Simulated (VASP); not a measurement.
The system is WC.

```xyz
2
Lattice="0.0000 2.1927 2.1927 2.1927 0.0000 2.1927 2.1927 2.1927 0.0000" Properties=species:S:1:pos:R:3 pbc="T T T"
W     0.0000    0.0000    0.0000
C     2.1927    2.1927    2.1927
```

```yaml
Program: VASP 6.6.1
Task: relaxation of cell and atoms
Functional: PBEsol
Potentials_or_basis: VASP PAW PBE potentials, release 64 (W_sv, C)
Cutoff: 600 eV
k_mesh: 10 × 10 × 10
Occupations: fermi-dirac, width 0.05 eV
Spin: no spin polarisation
```

At the start: pressure -9.3 GPa; volume 10.54 Å³/atom.

Task: Where does the relaxation end?

Result: Over 4 steps the energy falls by 7.8 meV/atom and the volume is 10.28 Å³/atom (-2.5 %); space group Fm-3m (No. 225, to 0.05 Å).

The path:
```
step  energy change (eV)  largest force (eV/Å)  pressure (GPa)  volume (Å³)
   1              0.0000                0.0000           -9.33        21.08
   2              0.0953                0.0000           29.13        19.27
   3             -0.0156                0.0000           -0.22        20.57
   4             -0.0156                0.0000           -0.07        20.56
```

Final structure:
```
W C
1.0
     0.00000    2.17439    2.17439
     2.17439    0.00000    2.17439
     2.17439    2.17439    0.00000
W C
1 1
Cartesian
  2.1744 4.3488 2.1744
  2.1744 2.1744 2.1744
```

Caveat: the PAW data sets were made with another functional, which shifts forces and pressure a little.
